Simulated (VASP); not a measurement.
LiH3O2, 12 atoms in the cell. The structure is monoclinic, space group C2/m (No. 12). The conventional cell has a = 7.401 Å, b = 8.289 Å, c = 3.189 Å, α = 90.00°, β = 110.11°, γ = 90.00°. Within 2.6 Å of Li (site symmetry 2) lie 4 O at 1.96 to 1.98 Å and 4 H at 2.36 to 2.42 Å and 1 Li at 2.52 Å. O (site symmetry m) has 1 H at 0.95 Å within 1.3 Å. Within 1.4 Å of O (site symmetry 2) lie 2 H at 1.00 Å. Within 1.3 Å of H (site symmetry m) lie 1 O at 0.95 Å. Within 1.4 Å of H (site symmetry 1) lie 1 O at 1.00 Å. 

| Quantity | Value |
| --- | --- |
| Program | VASP 6.6.1 |
| Task | single point |
| Functional | r2SCAN |
| Potentials or basis | VASP PAW PBE potentials, release 64 (Li_sv, O, H) |
| Cutoff | 520 eV |
| k mesh | 4 × 4 × 8 |
| Occupations | fermi-dirac, width 0.1 eV |
| Spin | no spin polarisation |
| Dipole correction | no |
| Further INCAR settings | ALGO = Normal; EDIFF = 1e-06; NBANDS = 30 |

Potentials or basis: VASP PAW PBE potentials, release 64 (Li_sv, O, H).

Run with:

```sh
$ cat potpaw_PBE.64/Li_sv/POTCAR potpaw_PBE.64/O/POTCAR potpaw_PBE.64/H/POTCAR > POTCAR
$ cp INCAR.step1 INCAR
$ mpirun -np 1 vasp_std > vasp.out
$ cp INCAR.step2 INCAR
$ mpirun -np 1 vasp_std > vasp.out
```

Hardware: 1 thread of Intel(R) Xeon(R) 6975P-C (Granite Rapids), with other jobs on the host.

Task: Estimate the wall time of this run.

Result: Wall time 4.3 min on 1 thread of Intel(R) Xeon(R) 6975P-C (Granite Rapids), with other jobs on the host, peak memory 0.25 GiB. Counts: k points 44.
